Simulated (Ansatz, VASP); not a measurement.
## IrRu5: VASP beside Ansatz

```
Ru Ir
1.0
     2.74743    0.00000    0.00000
    -1.37372    2.37934    0.00000
     0.00000    0.00000   12.78352
Ru Ir
5 1
Direct
  0.33333 0.66667 0.83075
  0.33333 0.66667 0.16925
  0.33333 0.66667 0.50000
  0.66667 0.33333 0.33348
  0.66667 0.33333 0.66652
  0.66667 0.33333 0.00000
```

Alike in both runs: functional PBE; k mesh 6 × 6 × 2; occupations gaussian, width 0.1 eV; no spin polarisation.

Ansatz relaxed the structure, and its values are those at the end. VASP's run is a single point on that final structure, the one shown.

```csv
,VASP,Ansatz
version,VASP 6.6.1,Ansatz 0.2.0
potentials or method,"VASP PAW PBE potentials, release 64 (Ru_pv, Ir), cutoff 520 eV","scalar-relativistic, plane waves, PAW"
valence electrons in the cell,79,97
```

VASP gave:

```
gap on the k mesh at the Fermi level (eV) : none
pressure (GPa)                            : 0.0
rms of the force components (eV/Å)        : 0.006
```

Q: Estimate Ansatz's values.

A: gap on the k mesh at the Fermi level (eV): none; pressure (GPa): 0.0; rms of the force components (eV/Å): 0.000.

A gap of «none» marks a metal or a gap that the smearing closes. With one functional, cell and mesh, what is left measures potentials, basis and numerics. VASP's potentials hold 79 valence electrons a cell and Ansatz's 97, so a difference there can come from the potentials and not from the codes.

The k mesh is coarse, so the values compare programs but aren't converged. Neither program's run includes spin-orbit coupling.
